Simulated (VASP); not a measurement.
# LiCl (Fm-3m) in VASP: elastic constants with LDA

Aim: the elastic constants of LiCl with LDA.

All numbers are computed with VASP 6.6.1; they aren't measurements. Logs are shortened: lines on timing, memory, paths and dates and some standing lists are left out, and cuts for length are marked.

### 1 The cell of the first run

Symmetry: Fm-3m, No. 225, cubic system. Conventional cell: a = 5.121 Å, b = 5.121 Å, c = 5.121 Å, α = 90.00°, β = 90.00°, γ = 90.00°. Within 3.4 Å of Li (site symmetry m-3m) lie 6 Cl at 2.56 Å. Cl (site symmetry m-3m) has 6 Li at 2.56 Å within 3.4 Å.

### 2 Elastic constants, LDA

INCAR

```
ALGO = Normal
EDIFF = 1E-8
ENCUT = 600
IBRION = 6
ISIF = 3
ISMEAR = 0
LASPH = T
LCHARG = F
LREAL = F
LWAVE = F
NBANDS = 12
NELM = 80
NFREE = 2
NSW = 1
POTIM = 0.015
PREC = Accurate
SIGMA = 0.01
```

KPOINTS

```
k-points
0
Gamma
  8 8 8
```

POSCAR

```
LiCl
1.0
    0.0000000000      2.5603000000      2.5603000000
    2.5603000000      0.0000000000      2.5603000000
    2.5603000000      2.5603000000      0.0000000000
Li Cl
1 1
Direct
    0.0000000000      0.0000000000      0.0000000000
    0.5000000000      0.5000000000      0.5000000000
```

Potentials or basis: VASP PAW LDA potentials, release 64 (Li_sv, Cl).

Command:

```
cat potpaw_LDA.64/Li_sv/POTCAR potpaw_LDA.64/Cl/POTCAR > POTCAR
mpirun -np 1 vasp_std > vasp.out
```

OUTCAR:

```text
EDIFF = 1E-8
   ENCUT = 600
   IBRION = 6
   ISIF = 3
   ISMEAR = 0
   LASPH = T
   LREAL = F
   NELM = 80
   NFREE = 2
   NSW = 1
   POTIM = 0.015
   PREC = Accurate

 ion  position               nearest neighbor table
   1  0.000  0.000  0.000-   2 2.56   2 2.56   2 2.56   2 2.56   2 2.56   2 2.56
   2  0.500  0.500  0.500-   1 2.56   1 2.56   1 2.56   1 2.56   1 2.56   1 2.56

  LATTYP: Found a face centered cubic cell.
 ALAT       =     5.1206000000

  Lattice vectors:

 A1 = (   0.0000000000,   2.5603000000,   2.5603000000)
 A2 = (   2.5603000000,   0.0000000000,   2.5603000000)
 A3 = (   2.5603000000,   2.5603000000,   0.0000000000)

Analysis of symmetry for initial positions (statically):
=====================================================================
 Subroutine PRICEL returns:
 Original cell was already a primitive cell.

 Routine SETGRP: Setting up the symmetry group for a
 face centered cubic supercell.

 Subroutine GETGRP returns: Found 48 space group operations
 (whereof 48 operations were pure point group operations)
 out of a pool of 48 trial point group operations.

The static configuration has the point symmetry O_h .

Analysis of symmetry for dynamics (positions and initial velocities):
=====================================================================
 Subroutine PRICEL returns:
 Original cell was already a primitive cell.

 Routine SETGRP: Setting up the symmetry group for a
 face centered cubic supercell.

 Subroutine GETGRP returns: Found 48 space group operations
 (whereof 48 operations were pure point group operations)
 out of a pool of 48 trial point group operations.

The dynamic configuration has the point symmetry O_h .

 Subroutine INISYM returns: Found 48 space group operations
 (whereof 48 operations are pure point group operations),
 and found     1 'primitive' translations

----------------------------------------------------------------------------------------

                                     Primitive cell

  volume of cell :      33.5662

  direct lattice vectors                    reciprocal lattice vectors
     0.000000000  2.560300000  2.560300000    -0.195289614  0.195289614  0.195289614
     2.560300000  0.000000000  2.560300000     0.195289614 -0.195289614  0.195289614
     2.560300000  2.560300000  0.000000000     0.195289614  0.195289614 -0.195289614

  length of vectors
     3.620810984  3.620810984  3.620810984     0.338251535  0.338251535  0.338251535

  position of ions in fractional coordinates (direct lattice)
     0.000000000  0.000000000  0.000000000
     0.500000000  0.500000000  0.500000000

  ion indices of the primitive-cell ions
   primitive index   ion index
                 1           1
                 2           2

----------------------------------------------------------------------------------------

 KPOINTS: k-points

Automatic generation of k-mesh.
 Grid dimensions read from file:
 generate k-points for:    8    8    8

 Generating k-lattice:

  Cartesian coordinates                     Fractional coordinates (reciprocal lattice)
[... 113 lines left out ...]

  FORCE on cell =-STRESS in cart. coord.  units (eV):
  Direction    XX          YY          ZZ          XY          YZ          ZX
  --------------------------------------------------------------------------------------
  -------------------------------------------------------------------------------------
  Total       -0.6632541     -0.6632541     -0.6632541      0.0000000      0.0000000      0.0000000
  in kB      -31.6583277    -31.6583277    -31.6583277      0.0000000      0.0000000      0.0000000
  external PRESSURE =     -31.6583277 kB  Pullay stress =       0.0000000 kB
[... 89 lines left out ...]
  FREE ENERGIE OF THE ION-ELECTRON SYSTEM (eV)
  ---------------------------------------------------
  free  energy   TOTEN  =        -8.0738225005 eV

  energy  without entropy=       -8.0738225005  energy(sigma->0) =       -8.07382250

[... ionic steps 4 to 14 ...]

--------------------------------------- Ionic step       15  -------------------------------------------

 number of electron      10.0000002 magnetization

------------------------ aborting loop because EDIFF is reached ----------------------------------------
[... 67 lines left out ...]
--------------------------------------- Ionic step       17  -------------------------------------------

 number of electron      10.0000004 magnetization

 Free energy of the ion-electron system (eV)
  ---------------------------------------------------
  ext. energy  EPLUGINS =         0.00000000
  ---------------------------------------------------
  free energy    TOTEN  =        -8.06496143 eV

  energy without entropy =       -8.06496143  energy(sigma->0) =       -8.06496143

 E-fermi :   0.5750     XC(G=0):  -9.1869

 val. band max:        0.4927506894   @ k =   0.0000   0.0000   0.0000
 cond. band min:       6.5260168821   @ k =   0.0000   0.0000   0.0000
 fundamental gap:      6.0332661927
 Fermi energy:         0.5750257437

 k-point     1 :       0.0000    0.0000    0.0000
  band No.  band energies     occupation
      1     -41.9659      2.00000
      2     -12.8517      2.00000
      3       0.4925      2.00000
      4       0.4928      2.00000
      5       0.4928      2.00000
      6       6.5260      0.00000
      7      12.2318      0.00000
      8      12.2318      0.00000
      9      12.2333      0.00000
     10      14.6260      0.00000
     11      14.6344      0.00000
     12      14.6344      0.00000
[... 331 lines left out ...]
 k-point    24 :      -0.3750    0.2500    0.1250
  band No.  band energies     occupation
      1     -41.9620      2.00000
      2     -12.1351      2.00000
      3      -2.1522      2.00000
      4      -0.8760      2.00000
      5      -0.1088      2.00000
      6       8.3989      0.00000
      7       9.5632      0.00000
      8      10.7691      0.00000
      9      12.0160      0.00000
     10      15.8164      0.00000
     11      16.3674      0.00000
     12      18.6170      0.00000

 [... further k-points ...]

------------------------ aborting loop because EDIFF is reached ----------------------------------------

  FORCE on cell =-STRESS in cart. coord.  units (eV):
  Direction    XX          YY          ZZ          XY          YZ          ZX
  --------------------------------------------------------------------------------------
  -------------------------------------------------------------------------------------
  Total       -0.6618911     -0.6638524     -0.6638524     -0.0000000      0.0000000      0.0000000
  in kB      -31.5932703    -31.6868863    -31.6868863     -0.0000000      0.0000000      0.0000000
  external PRESSURE =     -31.6556809 kB  Pullay stress =       0.0000000 kB
[... 17 lines left out ...]
  FREE ENERGIE OF THE ION-ELECTRON SYSTEM (eV)
  ---------------------------------------------------
  free  energy   TOTEN  =        -8.0649614336 eV

  energy  without entropy=       -8.0649614336  energy(sigma->0) =       -8.06496143

 INTERNAL STRAIN TENSORS FROM STRAINED CELLS
 ============================================

 INTERNAL STRAIN TENSOR FOR ION    1 for displacements in x,y,z  (eV/Angst):
          X           Y           Z          XY          YZ          ZX
  --------------------------------------------------------------------------------
  x     0.00000     0.00000    -0.00000     0.00000     0.00000    -0.00000
  y    -0.00000     0.00000    -0.00000     0.00000     0.00000    -0.00000
  z     0.00000    -0.00000    -0.00000     0.00000     0.00000     0.00000

 INTERNAL STRAIN TENSORS FROM DISPLACED ATOMS
 ============================================

 INTERNAL STRAIN TENSOR FOR ION    1 for displacements in x,y,z  (eV/Angst):
          X           Y           Z          XY          YZ          ZX
  --------------------------------------------------------------------------------
  x     0.00000     0.00000     0.00000     0.00000     0.00000     0.00000
  y     0.00000     0.00000     0.00000     0.00000     0.00000     0.00000
  z     0.00000     0.00000     0.00000     0.00000     0.00000     0.00000

 INTERNAL STRAIN TENSOR FOR ION    2 for displacements in x,y,z  (eV/Angst):
          X           Y           Z          XY          YZ          ZX
  --------------------------------------------------------------------------------
  x     0.00000     0.00000     0.00000     0.00000     0.00000     0.00000
  y     0.00000     0.00000     0.00000     0.00000     0.00000     0.00000
  z     0.00000     0.00000     0.00000     0.00000     0.00000     0.00000

 Eigenvectors and eigenvalues of the dynamical matrix
 ----------------------------------------------------

   1 f  =    4.949698 THz    31.099871 2PiTHz  165.104160 cm-1    20.470298 meV
             X         Y         Z           dx          dy          dz
      0.000000  0.000000  0.000000     0.914179   -0.000000    0.000000
      2.560300  2.560300  2.560300    -0.405311    0.000000    0.000000
[... 21 lines left out ...]
   6 f/i=    0.005392 THz     0.033877 2PiTHz    0.179849 cm-1     0.022298 meV
             X         Y         Z           dx          dy          dz
      0.000000  0.000000  0.000000    -0.125738    0.271997    0.272919
      2.560300  2.560300  2.560300    -0.283601    0.613489    0.615569

--------------------------------------------------------------------------------------------------------

 ELASTIC MODULI CONTR FROM IONIC RELAXATION (kBar)
 Direction    XX          YY          ZZ          XY          YZ          ZX
 --------------------------------------------------------------------------------
 XX           0.0000      0.0000      0.0000      0.0000      0.0000      0.0000
 YY           0.0000      0.0000      0.0000      0.0000      0.0000      0.0000
 ZZ           0.0000      0.0000      0.0000      0.0000      0.0000      0.0000
 XY           0.0000      0.0000      0.0000      0.0000      0.0000      0.0000
 YZ           0.0000      0.0000      0.0000      0.0000      0.0000      0.0000
 ZX           0.0000      0.0000      0.0000      0.0000      0.0000      0.0000
 --------------------------------------------------------------------------------

 TOTAL ELASTIC MODULI (kBar)
 Direction    XX          YY          ZZ          XY          YZ          ZX
 --------------------------------------------------------------------------------
 XX         489.9433    199.0945    199.0945     -0.0000      0.0000     -0.0000
 YY         199.0945    489.9433    199.0945     -0.0000     -0.0000      0.0000
 ZZ         199.0945    199.0945    489.9433      0.0000     -0.0000      0.0000
 XY          -0.0000     -0.0000      0.0000    240.3234     -0.0000      0.0000
 YZ           0.0000     -0.0000     -0.0000     -0.0000    240.3234      0.0000
 ZX          -0.0000      0.0000      0.0000      0.0000      0.0000    240.3234
 --------------------------------------------------------------------------------
```

Run time: 10 min. Hardware: 1 thread of Intel Xeon Platinum 8488C (Sapphire Rapids), shared host; peak memory 0.24 GiB.

Results:

| Property | Result |
| --- | --- |
| Elastic constants C11, C12, C44 | 49, 20, 24 GPa |
| Voigt bulk modulus | 30 GPa |
| Highest phonon frequency at Γ, LO-TO splitting left out | 165 cm⁻¹ |

Phonon frequencies in cm⁻¹ (negative: imaginary):
```tsv
q point	frequencies
(0.000, 0.000, 0.000)	0 0 0 165 165 165
```

Elastic tensor in Voigt notation (GPa, in the Cartesian axes of the cell as first typed):
```
49 20 20  0  0  0
20 49 20  0  0  0
20 20 49  0  0  0
 0  0  0 24  0  0
 0  0  0  0 24  0
 0  0  0  0  0 24
```

Clamped-ion elastic tensor (GPa):
```
49 20 20  0  0  0
20 49 20  0  0  0
20 20 49  0  0  0
 0  0  0 24  0  0
 0  0  0  0 24  0
 0  0  0  0  0 24
```

Caveat: the cell is under stress, which shifts elastic constants; the cutoff is under 1.25 times the usual one of these potentials, so pressure, stress and relaxed cells hold a basis-set (Pulay) error.
